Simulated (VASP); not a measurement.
# CdF2 (Fm-3m) in VASP: a series of runs

The runs below take CdF2 through single point, with PBEsol.

Program: VASP 6.6.1. These are calculated values, not measurements. Logs are shortened: lines on timing, memory, paths and dates and some standing lists are left out, and cuts for length are marked.

## 1. The cell of the first run

Symmetry: Fm-3m, No. 225, cubic system. The conventional cell has a = 5.388 Å, b = 5.388 Å, c = 5.388 Å, α = 90.00°, β = 90.00°, γ = 90.00°. Cd (site symmetry m-3m) has 8 F at 2.33 Å within 3.1 Å. Within 3.1 Å of F (site symmetry -43m) lie 4 Cd at 2.33 Å and 6 F at 2.69 Å.

## 2. Single point, PBEsol

Contents of INCAR:

```
  ALGO = Normal
  EDIFF = 1E-6
  ENCUT = 520
  GGA = PS
  ISIF = 2
  ISMEAR = -1
  LASPH = T
  LCHARG = T
  LELF = T
  LREAL = F
  LVHAR = T
  LWAVE = F
  NBANDS = 20
  NELM = 60
  PREC = Accurate
  SIGMA = 0.05
```

Contents of KPOINTS:

```
k-points
0
Gamma
  9 9 9
```

Contents of POSCAR:

```
CdF2
1.0
    0.0000000000      2.6940000000      2.6940000000
    2.6940000000      0.0000000000      2.6940000000
    2.6940000000      2.6940000000      0.0000000000
Cd F
1 2
Direct
    0.0000000000      0.0000000000      0.0000000000
    0.7500000000      0.7500000000      0.7500000000
    0.2500000000      0.2500000000      0.2500000000
```

Potentials or basis: VASP PAW PBE potentials, release 64 (Cd, F).

Command:

```console
$ cat potpaw_PBE.64/Cd/POTCAR potpaw_PBE.64/F/POTCAR > POTCAR
$ mpirun -np 1 vasp_std > vasp.out
```

OUTCAR:

```text
EDIFF = 1E-6
   ENCUT = 520
   GGA = PS
   ISIF = 2
   ISMEAR = -1
   LASPH = T
   LREAL = F
   NELM = 60
   PREC = Accurate

 ion  position               nearest neighbor table
   1  0.000  0.000  0.000-   2 2.33   2 2.33   2 2.33   2 2.33   3 2.33   3 2.33   3 2.33   3 2.33

   2  0.750  0.750  0.750-   1 2.33   1 2.33   1 2.33   1 2.33
   3  0.250  0.250  0.250-   1 2.33   1 2.33   1 2.33   1 2.33

  LATTYP: Found a face centered cubic cell.
 ALAT       =     5.3880000000

  Lattice vectors:

 A1 = (   0.0000000000,   2.6940000000,   2.6940000000)
 A2 = (   2.6940000000,   0.0000000000,   2.6940000000)
 A3 = (   2.6940000000,   2.6940000000,   0.0000000000)

Analysis of symmetry for initial positions (statically):
=====================================================================
 Subroutine PRICEL returns:
 Original cell was already a primitive cell.

 Routine SETGRP: Setting up the symmetry group for a
 face centered cubic supercell.

 Subroutine GETGRP returns: Found 48 space group operations
[... 9 lines left out ...]

 Routine SETGRP: Setting up the symmetry group for a
 face centered cubic supercell.

 Subroutine GETGRP returns: Found 48 space group operations
[... 11 lines left out ...]
                                     Primitive cell

  volume of cell :      39.1041

  direct lattice vectors                    reciprocal lattice vectors
     0.000000000  2.694000000  2.694000000    -0.185597624  0.185597624  0.185597624
     2.694000000  0.000000000  2.694000000     0.185597624 -0.185597624  0.185597624
     2.694000000  2.694000000  0.000000000     0.185597624  0.185597624 -0.185597624

  length of vectors
     3.809891337  3.809891337  3.809891337     0.321464515  0.321464515  0.321464515

  position of ions in fractional coordinates (direct lattice)
     0.000000000  0.000000000  0.000000000
     0.750000000  0.750000000  0.750000000
     0.250000000  0.250000000  0.250000000

  ion indices of the primitive-cell ions
   primitive index   ion index
                 1           1
                 2           2
                 3           3

----------------------------------------------------------------------------------------

 KPOINTS: k-points

Automatic generation of k-mesh.
 Grid dimensions read from file:
 generate k-points for:    9    9    9

 Generating k-lattice:

  Cartesian coordinates                     Fractional coordinates (reciprocal lattice)
    -0.020621958  0.020621958  0.020621958     0.111111111  0.000000000  0.000000000
     0.020621958 -0.020621958  0.020621958     0.000000000  0.111111111  0.000000000
     0.020621958  0.020621958 -0.020621958     0.000000000  0.000000000  0.111111111

  Length of vectors
     0.035718279  0.035718279  0.035718279

  Shift w.r.t. Gamma in fractional coordinates (k-lattice)
     0.000000000  0.000000000  0.000000000

 Subroutine IBZKPT returns following result:
 ===========================================

 Found     35 irreducible k-points:

 Following reciprocal coordinates:
            Coordinates               Weight
  0.000000  0.000000  0.000000      1.000000
  0.111111  0.000000  0.000000      8.000000
  0.222222  0.000000  0.000000      8.000000
  0.333333  0.000000  0.000000      8.000000
  0.444444  0.000000  0.000000      8.000000
  0.111111  0.111111  0.000000      6.000000
[... 16 lines left out ...]
 -0.333333  0.333333  0.000000     12.000000
  0.444444  0.444444  0.000000      6.000000
 [... further k-points ...]
   k-points           NKPTS =     35   k-points in BZ     NKDIM =     35   number of bands    NBANDS=     20
   number of dos      NEDOS =    301   number of ions     NIONS =      3
   total plane-waves  NPLWV =  21952
   dimension x,y,z NGX =    28 NGY =   28 NGZ =   28
   dimension x,y,z NGXF=    56 NGYF=   56 NGZF=   56
   ions per type =               1   2
   NGX,Y,Z   is equivalent  to a cutoff of  12.22, 12.22, 12.22 a.u.
   NGXF,Y,Z  is equivalent  to a cutoff of  24.44, 24.44, 24.44 a.u.
 SYSTEM =  unknown system
   PREC   = accura    normal or accurate (medium, high low for compatibility)
   ISTART =      0    job   : 0-new  1-cont  2-samecut
   ICHARG =      2    charge: 1-file 2-atom 10-const
   ISPIN  =      1    spin polarized calculation?
   LNONCOLLINEAR =      F non collinear calculations
   LSORBIT =      F    spin-orbit coupling
   LASPH  =      T    aspherical Exc in radial PAW
   ENCUT  =  520.0 eV  38.22 Ry    6.18 a.u.   7.08  7.08  7.08*2*pi/ulx,y,z
   NELM   =     60;   NELMIN=  2; NELMDL= -5     # of ELM steps
   EDIFF  = 0.1E-05   stopping-criterion for ELM
   LREAL  =      F    real-space projection
   EDIFFG = 0.1E-04   stopping-criterion for IOM
   NSW    =      0    number of steps for IOM
   IBRION =     -1    ionic relax: 0-MD 1-quasi-New 2-CG
   NFREE  =      0    steps in history (QN), initial steepest desc. (CG)
   ISIF   =      2    stress and relaxation
   ISYM   =      2    0-nonsym 1-usesym 2-fastsym
   POTIM  = 0.5000    time-step for ionic-motion
   TEBEG  =    0.0;   TEEND  =   0.0 temperature during run
   PSTRESS=    0.0 pullay stress
   NELECT =      26.0000    total number of electrons
   NUPDOWN=      -1.0000    fix difference up-down
   EMIN   =  10.00;   EMAX   =-10.00  energy-range for DOS
   EFERMI =   0.00;   METHOD = LEGACY
   ISMEAR =    -1;   SIGMA  =   0.05  broadening in eV -4-tet -1-fermi 0-gaus
   EFERMI_NEDOS =   21; number of points for ismear=-14 and -15
   IALGO  =     38    algorithm
   IMIX   =      4    mixing-type and parameters
     AMIX     =   0.40;   BMIX     =  1.00
     AMIX_MAG =   1.60;   BMIX_MAG =  1.00
  volume/ion in A,a.u.               =      13.03        87.96
  Fermi-wavevector in a.u.,A,eV,Ry     =   1.428867  2.700166 27.778468  2.041660
  Thomas-Fermi vector in A             =   2.548882
   LORBIT       =      0    0 simple, 1 ext, 2 COOP (PROOUT), +10 PAW based schemes
   GGA     = PS    functional components
[... 5 lines left out ...]
 non-spin polarized calculation
  energy-cutoff  :      520.00
  volume of cell :       39.10
 maximum number of plane-waves:      1067
   NGX = 15   NGY = 15   NGZ = 15

 number of electron      25.9999990 magnetization

 Free energy of the ion-electron system (eV)
  ---------------------------------------------------
  ext. energy  EPLUGINS =         0.00000000
  ---------------------------------------------------
  free energy    TOTEN  =       -11.59300796 eV

  energy without entropy =      -11.59300796  energy(sigma->0) =      -11.59300796

 E-fermi :  -0.2637     XC(G=0): -10.7080

 val. band max:       -1.4725983684   @ k =  -0.3333   0.4444   0.2222
 cond. band min:       1.4596835373   @ k =   0.0000   0.0000   0.0000
 fundamental gap:      2.9322819057
 Fermi energy:        -0.2637097868

 k-point     1 :       0.0000    0.0000    0.0000
  band No.  band energies     occupation
      1     -22.1606      2.00000
      2     -21.0249      2.00000
      3      -7.0716      2.00000
      4      -7.0716      2.00000
      5      -7.0716      2.00000
      6      -5.8198      2.00000
[... 12 lines left out ...]
     19      18.2283      0.00000
     20      18.2283      0.00000

 k-point     2 :       0.1111    0.0000    0.0000
  band No.  band energies     occupation
      1     -22.1195      2.00000
      2     -21.0603      2.00000
      3      -7.0234      2.00000
      4      -7.0234      2.00000
      5      -6.9374      2.00000
      6      -5.8352      2.00000
[... 12 lines left out ...]
     19      17.9056      0.00000
     20      17.9056      0.00000

 k-point     3 :       0.2222    0.0000    0.0000
  band No.  band energies     occupation
      1     -22.0076      2.00000
      2     -21.1603      2.00000
      3      -6.9047      2.00000
      4      -6.9047      2.00000
      5      -6.5673      2.00000
      6      -5.8554      2.00000
[... 12 lines left out ...]
     19      17.3154      0.00000
     20      17.8465      0.00000

 k-point     4 :       0.3333    0.0000    0.0000
  band No.  band energies     occupation
      1     -21.8470      2.00000
      2     -21.3050      2.00000
      3      -6.7863      2.00000
      4      -6.7863      2.00000
      5      -6.0615      2.00000
      6      -5.8269      2.00000
[... 12 lines left out ...]
     19      16.8344      0.00000
     20      17.6405      0.00000

 k-point     5 :       0.4444    0.0000    0.0000
  band No.  band energies     occupation
      1     -21.6689      2.00000
      2     -21.4699      2.00000
      3      -6.7277      2.00000
      4      -6.7277      2.00000
      5      -5.7607      2.00000
      6      -5.7607      2.00000
[... 12 lines left out ...]
     19      16.5754      0.00000
     20      17.1574      0.00000

 k-point     6 :       0.1111    0.1111    0.0000
  band No.  band energies     occupation
      1     -22.1071      2.00000
      2     -21.0708      2.00000
      3      -7.0018      2.00000
      4      -7.0018      2.00000
      5      -6.9006      2.00000
      6      -5.8858      2.00000
[... 12 lines left out ...]
     19      17.7967      0.00000
     20      18.3453      0.00000

 k-point     7 :       0.2222    0.1111    0.0000
  band No.  band energies     occupation
      1     -22.0211      2.00000
      2     -21.1464      2.00000
      3      -6.8973      2.00000
      4      -6.8966      2.00000
      5      -6.6193      2.00000
      6      -5.9591      2.00000
[... 12 lines left out ...]
     19      18.1472      0.00000
     20      18.7917      0.00000
[... 277 lines left out ...]
 k-point    20 :       0.3333    0.3333    0.0000
  band No.  band energies     occupation
      1     -21.8046      2.00000
      2     -21.3152      2.00000
      3      -6.5130      2.00000
      4      -6.4709      2.00000
      5      -6.4709      2.00000
      6      -5.9355      2.00000
[... 12 lines left out ...]
     19      18.7166      0.00000
     20      19.2005      0.00000

 k-point    21 :       0.4444    0.3333    0.0000
  band No.  band energies     occupation
      1     -21.7211      2.00000
      2     -21.3826      2.00000
      3      -6.6684      2.00000
      4      -6.3197      2.00000
      5      -6.2536      2.00000
      6      -5.7282      2.00000
[... 12 lines left out ...]
     19      18.5774      0.00000
     20      19.2852      0.00000

 k-point    22 :      -0.4444    0.3333    0.0000
  band No.  band energies     occupation
      1     -21.6301      2.00000
      2     -21.4659      2.00000
      3      -6.6671      2.00000
      4      -6.2525      2.00000
      5      -6.0230      2.00000
      6      -5.8210      2.00000
[... 12 lines left out ...]
     19      18.9860      0.00000
     20      19.1812      0.00000

 k-point    23 :      -0.3333    0.3333    0.0000
  band No.  band energies     occupation
      1     -21.5618      2.00000
      2     -21.5413      2.00000
      3      -6.6117      2.00000
      4      -6.3058      2.00000
      5      -5.9541      2.00000
      6      -5.8277      2.00000
[... 12 lines left out ...]
     19      17.8218      0.00000
     20      20.1008      0.00000

 k-point    24 :       0.4444    0.4444    0.0000
  band No.  band energies     occupation
      1     -21.6937      2.00000
      2     -21.3966      2.00000
      3      -6.8329      2.00000
      4      -6.1450      2.00000
      5      -6.1450      2.00000
      6      -5.7035      2.00000
[... 12 lines left out ...]
     19      17.9268      0.00000
     20      19.6689      0.00000

 [... further k-points ...]
[... 5 lines left out ...]
  --------------------------------------------------------------------------------------
  -------------------------------------------------------------------------------------
  Total        0.1298430      0.1298430      0.1298430     -0.0000000      0.0000000      0.0000000
  in kB        5.3199338      5.3199338      5.3199338     -0.0000000      0.0000000      0.0000000
  external PRESSURE =       5.3199338 kB  Pullay stress =       0.0000000 kB

 VOLUME and BASIS-vectors are now :
 -----------------------------------------------------------------------------
  energy-cutoff  :      520.00
  volume of cell :       39.10
      direct lattice vectors                 reciprocal lattice vectors
     0.000000000  2.694000000  2.694000000    -0.185597624  0.185597624  0.185597624
     2.694000000  0.000000000  2.694000000     0.185597624 -0.185597624  0.185597624
     2.694000000  2.694000000  0.000000000     0.185597624  0.185597624 -0.185597624

 POSITION                                       TOTAL-FORCE (eV/Angst)
 -----------------------------------------------------------------------------------
      0.00000      0.00000      0.00000         0.000000      0.000000     -0.000000
      4.04100      4.04100      4.04100        -0.000000     -0.000000      0.000000
      1.34700      1.34700      1.34700         0.000000      0.000000      0.000000
 -----------------------------------------------------------------------------------
    total drift:                                0.000000      0.000000      0.000000

  FREE ENERGIE OF THE ION-ELECTRON SYSTEM (eV)
  ---------------------------------------------------
  free  energy   TOTEN  =       -11.5930079567 eV

  energy  without entropy=      -11.5930079567  energy(sigma->0) =      -11.59300796
```

Run time: 11 s. Hardware: 1 thread of Intel Xeon 6975P-C (Granite Rapids), shared host; peak memory 0.17 GiB.

What came out:

```
Free energy            : -11.5930 eV
Pressure               : 0.5 GPa
Band gap on the k mesh : 2.93 eV, indirect (least direct gap 3.39 eV)
```

Levels at points of the mesh, in eV from the valence-band top:
| k point | band 10 | band 11 | band 12 | band 13 | band 14 | band 15 | band 16 | band 17 |
| --- | --- | --- | --- | --- | --- | --- | --- | --- |
| (0.00, 0.00, 0.00) | -0.96 | -0.46 | -0.46 | -0.46 | 2.93 | 12.53 | 12.53 | 12.53 |

Caveat: the PAW data sets were made with another functional, which shifts forces and pressure a little. A k mesh can miss the band edges.

## 3. Single point, PBEsol

This run uses another cell than the first one, of 13.01 Å³/atom, 0.998 times its volume.

Contents of INCAR:

```
SYSTEM = CdF2
ALGO     = Normal         ! electronic algorithm
EDIFF    = 1E-6           ! SCF threshold, eV
ENCUT    = 520            ! plane-wave cutoff, eV
GGA      = PS             ! functional
ISIF     = 2              ! what is computed and relaxed
ISMEAR   = -1             ! smearing method
LASPH    = .True.         ! aspherical terms in the spheres
LCHARG   = .True.         ! write CHGCAR
LELF     = .True.         ! ELF
LREAL    = .False.        ! projectors in reciprocal space
LVHAR    = .True.       
LWAVE    = .False.        ! write WAVECAR
NBANDS   = 20             ! bands
NELM     = 60             ! most SCF steps
PREC     = Accurate       ! precision mode
SIGMA    = 0.05           ! smearing width, eV
```

Contents of KPOINTS:

```
k-points
0
Gamma
  9 9 9
  0 0 0
```

Contents of POSCAR:

```
CdF2
1.0
    0.0000000000      2.6921157412      2.6921157412
    2.6921157412      0.0000000000      2.6921157412
    2.6921157412      2.6921157412      0.0000000000
Cd F
1 2
Direct
    0.0000000000      0.0000000000      0.0000000000
    0.7500000000      0.7500000000      0.7500000000
    0.2500000000      0.2500000000      0.2500000000
```

Potentials or basis: VASP PAW PBE potentials, release 64 (Cd, F).

Command:

```console
$ cat potpaw_PBE.64/Cd/POTCAR potpaw_PBE.64/F/POTCAR > POTCAR
$ mpirun -np 1 vasp_std > vasp.out
```

It took 11 s on 1 thread of Intel Xeon 6975P-C (Granite Rapids), shared host; peak memory 0.17 GiB.

The run converged. Its results:

| Quantity | Value |
| --- | --- |
| Free energy | -11.5926 eV |
| Pressure | 0.8 GPa |
| Band gap on the k mesh | 2.94 eV, indirect (least direct gap 3.40 eV) |

Levels at points of the mesh, in eV from the valence-band top:
| k point | band 9 | band 10 | band 11 | band 12 | band 13 | band 14 | band 15 | band 16 | band 17 | band 18 |
| --- | --- | --- | --- | --- | --- | --- | --- | --- | --- | --- |
| (0.00, 0.00, 0.00) | -0.97 | -0.97 | -0.46 | -0.46 | -0.46 | 2.94 | 12.54 | 12.54 | 12.54 | 17.43 |

Caveat: the PAW data sets were made with another functional, which shifts forces and pressure a little. A k mesh can miss the band edges.
